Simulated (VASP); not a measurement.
A run of VASP 6.6.1 is set up as follows.

INCAR

```
PREC = Accurate
ENCUT = 520
EDIFF = 1E-7
ISMEAR = -1
SIGMA = 0.1
LREAL = False
LASPH = True
NELM = 100
ALGO = Normal
ISIF = 2
LWAVE = False
LCHARG = True
LELF = True
LVHAR = True
NBANDS = 9
```

KPOINTS

```
Automatic mesh
0
Gamma
  13 13 13
```

File POSCAR:

```
Be
1.0
    0.0000000000      2.3466561057      2.3466561057
    2.3466561057      0.0000000000      2.3466561057
    2.3466561057      2.3466561057      0.0000000000
Be
2
Direct
    0.1250000000      0.1250000000      0.1250000000
    0.8750000000      0.8750000000      0.8750000000
```

Potentials or basis: VASP PAW LDA potentials, release 64 (Be).

Run with:

```bash
$ cat potpaw_LDA.64/Be/POTCAR > POTCAR
$ mpirun -np 1 vasp_std > vasp.out
```

Question: Predict the band gap on the k mesh.

Answer: Zero (band 2 reaches 7.42 eV, above the bottom of band 3 at 0.68 eV).

Question: Predict the pressure.

Answer: 4.7 GPa.
